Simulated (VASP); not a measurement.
Zr:

```xyz
2
Lattice="3.2336 0.0000 0.0000 -1.6168 2.8004 0.0000 0.0000 0.0000 5.1675" Properties=species:S:1:pos:R:3 pbc="T T T"
Zr    0.0000    1.8669    1.2919
Zr    1.6168    0.9335    3.8756
```

```yaml
Program: VASP 6.6.1
Task: relaxation of cell and atoms
Functional: PBEsol
Potentials_or_basis: VASP PAW PBE potentials, release 64 (Zr_sv)
Cutoff: 600 eV
k_mesh: 18 × 18 × 8
Occupations: gaussian, width 0.1 eV
Spin: no spin polarisation
```

At the start: pressure -3.7 GPa; volume 23.40 Å³/atom.

Task: How do energy, volume and symmetry change on relaxing?

Result: Over 9 steps the energy falls by 10.8 meV/atom and the volume is 22.49 Å³/atom (-3.9 %); space group P6_3/mmc (No. 194, to 0.1 Å) before and after.

Step by step:
| step | energy change (eV) | largest force (eV/Å) | pressure (GPa) | volume (Å³) |
| --- | --- | --- | --- | --- |
| 1 | 0.0000 | 0.0000 | -3.68 | 46.79 |
| 2 | 0.0005 | 0.0000 | 4.16 | 43.25 |
| 3 | -0.0214 | 0.0000 | -0.03 | 44.99 |
| 4 | -0.0214 | 0.0000 | 0.05 | 44.96 |
| 5 | -0.0215 | 0.0000 | 0.05 | 44.95 |
| 6 | -0.0215 | 0.0000 | 0.05 | 44.95 |
| 7 | -0.0215 | 0.0000 | 0.05 | 44.95 |
| 8 | -0.0215 | 0.0000 | -0.06 | 45.00 |
| 9 | -0.0216 | 0.0000 | 0.00 | 44.97 |

Final structure:
```yaml
crystal:
  lattice:
    - [3.18679, 0.00000, 0.00000]
    - [-1.59339, 2.75984, 0.00000]
    - [0.00000, 0.00000, 5.11328]
  atoms:
    - { symbol: Zr, position: [0.33333, 0.66667, 0.25000] }
    - { symbol: Zr, position: [0.66667, 0.33333, 0.75000] }
```

Caveat: the PAW data sets were made with another functional, which shifts forces and pressure a little.
